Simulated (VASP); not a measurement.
# Cd2SiS4 (Cmmm) in VASP: single point with r2SCAN+rVV10

Aim: the single point of Cd2SiS4 with r2SCAN+rVV10.

Program: VASP 6.6.1. These are calculated values, not measurements. Logs are shortened: lines on timing, memory, paths and dates and some standing lists are left out, and cuts for length are marked.

### Step 1. The cell of the first run

It takes space group Cmmm (No. 65, orthorhombic). Conventional cell: a = 7.893 Å, b = 10.473 Å, c = 3.540 Å, α = 90.00°, β = 90.00°, γ = 90.00°. Within 3.5 Å of Cd (site symmetry 2/m) lie 6 S at 2.64 to 2.67 Å. Within 3.1 Å of Si (site symmetry mmm) lie 6 S at 2.31 to 2.40 Å. S (site symmetry 2mm) has 2 Si at 2.40 Å and 2 Cd at 2.64 Å within 3.2 Å. Within 3.1 Å of S (site symmetry m2m) lie 1 Si at 2.31 Å and 4 Cd at 2.67 Å.

### Step 2. Single point, r2SCAN+rVV10

File POSCAR:

```
Cd2SiS4
1.0
    3.9465083244     -5.2364715560      0.0000000000
    3.9465083244      5.2364715560      0.0000000000
    0.0000000000      0.0000000000      3.5399957950
Cd Si S
2 1 4
Direct
    0.5000000000      0.0000000000      0.5000000000
    0.0000000000      0.5000000000      0.5000000000
    0.0000000000      0.0000000000      0.0000000000
    0.7946237040      0.7946237040      0.5000000000
    0.2053762960      0.2053762960      0.5000000000
    0.7794021496      0.2205978504      0.0000000000
    0.2205978504      0.7794021496      0.0000000000
```

File INCAR.step1:

```
SYSTEM = Cd2SiS4
ALGO     = Normal         ! electronic algorithm
EDIFF    = 1E-4           ! SCF threshold, eV
ENCUT    = 520            ! plane-wave cutoff, eV
GGA      = PE             ! functional
ISMEAR   = -1             ! smearing method
LASPH    = .TRUE.         ! aspherical terms in the spheres
LCHARG   = .FALSE.        ! write CHGCAR
LREAL    = .FALSE.        ! projectors in reciprocal space
LWAVE    = .TRUE.         ! write WAVECAR
NBANDS   = 35             ! bands
NELM     = 100            ! most SCF steps
PREC     = Accurate       ! precision mode
SIGMA    = 0.03           ! smearing width, eV
```

File INCAR.step2:

```
SYSTEM = Cd2SiS4
ALGO     = Normal         ! electronic algorithm
BPARAM   = 11.95        
CPARAM   = 0.0093       
EDIFF    = 1E-7           ! SCF threshold, eV
ENCUT    = 520            ! plane-wave cutoff, eV
ISIF     = 2              ! what is computed and relaxed
ISMEAR   = -1             ! smearing method
ISTART   = 1            
IVDW_NL  = 2            
LASPH    = .TRUE.         ! aspherical terms in the spheres
LCHARG   = .FALSE.        ! write CHGCAR
LMIXTAU  = .TRUE.       
LREAL    = .FALSE.        ! projectors in reciprocal space
LUSE_VDW = .TRUE.       
LWAVE    = .FALSE.        ! write WAVECAR
METAGGA  = R2SCAN         ! meta-GGA
NBANDS   = 35             ! bands
NELM     = 100            ! most SCF steps
PREC     = Accurate       ! precision mode
SIGMA    = 0.03           ! smearing width, eV
```

File KPOINTS:

```
k-points
0
G
  4 4 6
  0 0 0
```

Potentials or basis: VASP PAW PBE potentials, release 64 (Cd, Si, S).

The run is started by

```
> cat potpaw_PBE.64/Cd/POTCAR potpaw_PBE.64/Si/POTCAR potpaw_PBE.64/S/POTCAR > POTCAR
> cp INCAR.step1 INCAR
> mpirun -np 1 vasp_std > vasp.out
> cp INCAR.step2 INCAR
> mpirun -np 1 vasp_std > vasp.out
```

OUTCAR:

```text
SYSTEM = Cd2SiS4
   BPARAM = 11.95
   EDIFF = 1E-7
   ENCUT = 520
   ISIF = 2
   ISMEAR = -1
   ISTART = 1
   IVDW_NL = 2
   LASPH = .TRUE.
   LREAL = .FALSE.
   METAGGA = R2SCAN
   NELM = 100
   PREC = Accurate

 ion  position               nearest neighbor table
   1  0.500  0.000  0.500-   4 2.64   5 2.64   6 2.67   7 2.67   6 2.67   7 2.67
   2  0.000  0.500  0.500-   4 2.64   5 2.64   6 2.67   7 2.67   6 2.67   7 2.67
   3  0.000  0.000  0.000-   6 2.31   7 2.31   4 2.40   5 2.40   4 2.40   5 2.40
   4  0.795  0.795  0.500-   3 2.40   3 2.40   1 2.64   2 2.64
   5  0.205  0.205  0.500-   3 2.40   3 2.40   1 2.64   2 2.64
   6  0.779  0.221  0.000-   3 2.31   2 2.67   1 2.67   1 2.67   2 2.67
   7  0.221  0.779  0.000-   3 2.31   2 2.67   1 2.67   1 2.67   2 2.67

  LATTYP: Found a base centered orthorhombic cell.
 ALAT       =     7.8930166488
 B/A-ratio  =     1.3268619057
 C/A-ratio  =     0.4484971909

  Lattice vectors:

 A1 = (   3.9465083244,  -5.2364715560,   0.0000000000)
 A2 = (   3.9465083244,   5.2364715560,   0.0000000000)
 A3 = (   0.0000000000,   0.0000000000,   3.5399957950)

Analysis of symmetry for initial positions (statically):
=====================================================================
 Subroutine PRICEL returns:
 Original cell was already a primitive cell.

 Routine SETGRP: Setting up the symmetry group for a
 base centered orthorhombic supercell.

 Subroutine GETGRP returns: Found  8 space group operations
 (whereof  8 operations were pure point group operations)
 out of a pool of  8 trial point group operations.

The static configuration has the point symmetry D_2h.

Analysis of symmetry for dynamics (positions and initial velocities):
=====================================================================
 Subroutine PRICEL returns:
 Original cell was already a primitive cell.

 Routine SETGRP: Setting up the symmetry group for a
 base centered orthorhombic supercell.

 Subroutine GETGRP returns: Found  8 space group operations
 (whereof  8 operations were pure point group operations)
 out of a pool of  8 trial point group operations.

The dynamic configuration has the point symmetry D_2h.

 Subroutine INISYM returns: Found  8 space group operations
 (whereof  8 operations are pure point group operations),
 and found     1 'primitive' translations

----------------------------------------------------------------------------------------

                                     Primitive cell

  volume of cell :     146.3135

  direct lattice vectors                    reciprocal lattice vectors
     3.946508324 -5.236471556  0.000000000     0.126694272 -0.095484143  0.000000000
     3.946508324  5.236471556  0.000000000     0.126694272  0.095484143  0.000000000
     0.000000000  0.000000000  3.539995795     0.000000000  0.000000000  0.282486211

  length of vectors
     6.557100145  6.557100145  3.539995795     0.158646337  0.158646337  0.282486211

  position of ions in fractional coordinates (direct lattice)
     0.500000000  0.000000000  0.500000000
     0.000000000  0.500000000  0.500000000
     0.000000000  0.000000000  0.000000000
     0.794623704  0.794623704  0.500000000
     0.205376296  0.205376296  0.500000000
     0.779402150  0.220597850  0.000000000
     0.220597850  0.779402150  0.000000000

  ion indices of the primitive-cell ions
   primitive index   ion index
                 1           1
                 2           2
                 3           3
                 4           4
                 5           5
                 6           6
                 7           7

----------------------------------------------------------------------------------------

 KPOINTS: k-points

Automatic generation of k-mesh.
 Grid dimensions read from file:
 generate k-points for:    4    4    6

 Generating k-lattice:

  Cartesian coordinates                     Fractional coordinates (reciprocal lattice)
     0.031673568 -0.023871036  0.000000000     0.250000000  0.000000000  0.000000000
     0.031673568  0.023871036  0.000000000     0.000000000  0.250000000  0.000000000
     0.000000000  0.000000000  0.047081035     0.000000000  0.000000000  0.166666667

  Length of vectors
     0.039661584  0.039661584  0.047081035

  Shift w.r.t. Gamma in fractional coordinates (k-lattice)
     0.000000000  0.000000000  0.000000000

 Subroutine IBZKPT returns following result:
 ===========================================

 Found     28 irreducible k-points:

 Following reciprocal coordinates:
            Coordinates               Weight
  0.000000  0.000000  0.000000      1.000000
  0.250000  0.000000  0.000000      4.000000
  0.500000  0.000000  0.000000      2.000000
  0.250000  0.250000  0.000000      2.000000
  0.500000  0.250000  0.000000      4.000000
 -0.250000  0.250000  0.000000      2.000000
[... 16 lines left out ...]
  0.250000  0.000000  0.500000      4.000000
  0.500000  0.000000  0.500000      2.000000
 [... further k-points ...]
   k-points           NKPTS =     28   k-points in BZ     NKDIM =     28   number of bands    NBANDS=     35
   number of dos      NEDOS =    301   number of ions     NIONS =      7
   total plane-waves  NPLWV =  70000
   dimension x,y,z NGX =    50 NGY =   50 NGZ =   28
   dimension x,y,z NGXF=   100 NGYF=  100 NGZF=   56
   ions per type =               2   1   4
   NGX,Y,Z   is equivalent  to a cutoff of  12.68, 12.68, 13.15 a.u.
   NGXF,Y,Z  is equivalent  to a cutoff of  25.35, 25.35, 26.30 a.u.
 SYSTEM =  Cd2SiS4
   PREC   = accura    normal or accurate (medium, high low for compatibility)
   ISTART =      1    job   : 0-new  1-cont  2-samecut
   ICHARG =      0    charge: 1-file 2-atom 10-const
   ISPIN  =      1    spin polarized calculation?
   LNONCOLLINEAR =      F non collinear calculations
   LSORBIT =      F    spin-orbit coupling
   LASPH  =      T    aspherical Exc in radial PAW
   ENCUT  =  520.0 eV  38.22 Ry    6.18 a.u.  12.19 12.19  6.58*2*pi/ulx,y,z
   NELM   =    100;   NELMIN=  2; NELMDL=  0     # of ELM steps
   EDIFF  = 0.1E-06   stopping-criterion for ELM
   LREAL  =      F    real-space projection
   EDIFFG = 0.1E-05   stopping-criterion for IOM
   NSW    =      0    number of steps for IOM
   IBRION =     -1    ionic relax: 0-MD 1-quasi-New 2-CG
   NFREE  =      0    steps in history (QN), initial steepest desc. (CG)
   ISIF   =      2    stress and relaxation
   ISYM   =      2    0-nonsym 1-usesym 2-fastsym
   POTIM  = 0.5000    time-step for ionic-motion
   TEBEG  =    0.0;   TEEND  =   0.0 temperature during run
   PSTRESS=    0.0 pullay stress
   NELECT =      52.0000    total number of electrons
   NUPDOWN=      -1.0000    fix difference up-down
   EMIN   =  10.00;   EMAX   =-10.00  energy-range for DOS
   EFERMI =   0.00;   METHOD = LEGACY
   ISMEAR =    -1;   SIGMA  =   0.03  broadening in eV -4-tet -1-fermi 0-gaus
   EFERMI_NEDOS =   21; number of points for ismear=-14 and -15
   IALGO  =     38    algorithm
   IMIX   =      4    mixing-type and parameters
     AMIX     =   0.40;   BMIX     =  1.00
     AMIX_MAG =   1.60;   BMIX_MAG =  1.00
  volume/ion in A,a.u.               =      20.90       141.05
  Fermi-wavevector in a.u.,A,eV,Ry     =   1.159617  2.191358 18.295901  1.344711
  Thomas-Fermi vector in A             =   2.296207
   LORBIT       =      0    0 simple, 1 ext, 2 COOP (PROOUT), +10 PAW based schemes
   METAGGA = R2SCAN    functional components
   LHFCALC =     F    Hartree Fock is set to
   AEXX    =    0.0000 exact exchange contribution
   IVDW_NL    =     2    kernel type
   BPARAM     =11.9500
   IVDW    =     0    specifies the selected vdW correction
   LEPSILON=     F    determine dielectric tensor
   LRPA    =     F    only Hartree local field effects (RPA)
 non-spin polarized calculation
  energy-cutoff  :      520.00
  volume of cell :      146.31
 maximum number of plane-waves:      3982
 NGX is ok and might be reduce to    50
   NGX = 25   NGY = 25   NGZ = 13

 number of electron      51.9999992 magnetization

 Free energy of the ion-electron system (eV)
  ---------------------------------------------------
  ext. energy  EPLUGINS =         0.00000000
  ---------------------------------------------------
  free energy    TOTEN  =       -83.89794436 eV

  energy without entropy =      -83.89794433  energy(sigma->0) =      -83.89794434

 E-fermi :   3.9068     XC(G=0): -10.2435

 val. band max:        3.5072662159   @ k =   0.5000   0.5000   0.0000
 cond. band min:       4.3016629366   @ k =   0.5000   0.5000   0.5000
 fundamental gap:      0.7943967206
 Fermi energy:         3.9067651694

 k-point     1 :       0.0000    0.0000    0.0000
  band No.  band energies     occupation
      1     -11.8401      2.00000
      2      -9.8666      2.00000
      3      -9.6563      2.00000
      4      -9.3976      2.00000
      5      -5.3010      2.00000
      6      -5.0609      2.00000
[... 27 lines left out ...]
     34       9.2777      0.00000
     35       9.4147      0.00000

 k-point     2 :       0.2500    0.0000    0.0000
  band No.  band energies     occupation
      1     -11.7735      2.00000
      2     -10.0271      2.00000
      3      -9.7081      2.00000
      4      -9.3255      2.00000
      5      -5.2470      2.00000
      6      -5.0243      2.00000
[... 27 lines left out ...]
     34       9.7267      0.00000
     35      10.0135      0.00000

 k-point     3 :       0.5000    0.0000    0.0000
  band No.  band energies     occupation
      1     -11.6965      2.00000
      2     -10.1894      2.00000
      3      -9.7450      2.00000
      4      -9.2713      2.00000
      5      -5.1524      2.00000
      6      -5.0325      2.00000
[... 27 lines left out ...]
     34      10.1063      0.00000
     35      10.8897      0.00000
[... 723 lines left out ...]
 k-point    23 :       0.2500    0.0000    0.5000
  band No.  band energies     occupation
      1     -10.0018      2.00000
      2      -9.9445      2.00000
      3      -9.6819      2.00000
      4      -9.0294      2.00000
      5      -5.3454      2.00000
      6      -5.1500      2.00000
[... 27 lines left out ...]
     34      10.2888      0.00000
     35      10.3894      0.00000

 k-point    24 :       0.5000    0.0000    0.5000
  band No.  band energies     occupation
      1      -9.9728      2.00000
      2      -9.9450      2.00000
      3      -9.6408      2.00000
      4      -9.1107      2.00000
      5      -5.4202      2.00000
      6      -5.0297      2.00000
[... 27 lines left out ...]
     34      10.1124      0.00000
     35      10.2960      0.00000

 [... further k-points ...]
[... 5 lines left out ...]
  --------------------------------------------------------------------------------------
  -------------------------------------------------------------------------------------
  Total        0.2961536      0.3041401      0.2597862      0.0000000      0.0000000      0.0000000
  in kB        3.2429716      3.3304254      2.8447372      0.0000000      0.0000000      0.0000000
  external PRESSURE =       3.1393781 kB  Pullay stress =       0.0000000 kB

 VOLUME and BASIS-vectors are now :
 -----------------------------------------------------------------------------
  energy-cutoff  :      520.00
  volume of cell :      146.31
      direct lattice vectors                 reciprocal lattice vectors
     3.946508324 -5.236471556  0.000000000     0.126694272 -0.095484143  0.000000000
     3.946508324  5.236471556  0.000000000     0.126694272  0.095484143  0.000000000
     0.000000000  0.000000000  3.539995795     0.000000000  0.000000000  0.282486211

 POSITION                                       TOTAL-FORCE (eV/Angst)
 -----------------------------------------------------------------------------------
      1.97325     -2.61824      1.77000         0.000000      0.000000      0.000000
      1.97325      2.61824      1.77000         0.000000      0.000000      0.000000
      0.00000      0.00000      0.00000         0.000000     -0.000000      0.000000
      6.27198      0.00000      1.77000         0.010666      0.000000      0.000000
      1.62104      0.00000      1.77000        -0.010666      0.000000      0.000000
      3.94651     -2.92616      0.00000         0.000000     -0.019990      0.000000
      3.94651      2.92616      0.00000         0.000000      0.019990     -0.000000
 -----------------------------------------------------------------------------------
    total drift:                               -0.000000     -0.000000      0.000000

  FREE ENERGIE OF THE ION-ELECTRON SYSTEM (eV)
  ---------------------------------------------------
  free  energy   TOTEN  =       -83.8979443614 eV

  energy  without entropy=      -83.8979443266  energy(sigma->0) =      -83.89794434
```

Run time: 10 min. Hardware: 1 thread of Intel Xeon Platinum 8259CL at 2.50GHz (Skylake/Cascade Lake), shared host; peak memory 0.6 GiB.

What came out:

```yaml
Free_energy: -83.8979 eV
Pressure: 0.3 GPa
Largest_force: 0.020 eV/Å
Band_gap_on_the_k_mesh: 0.79 eV, indirect (least direct gap 1.00 eV)
```

Forces on the atoms (eV/Å):
```
Cd   0.000  0.000  0.000
Cd   0.000  0.000  0.000
Si   0.000  0.000  0.000
S    0.011  0.000  0.000
S   -0.011  0.000  0.000
S    0.000 -0.020  0.000
S    0.000  0.020  0.000
```

Caveat: the PAW data sets were made with another functional, which shifts forces and pressure a little.
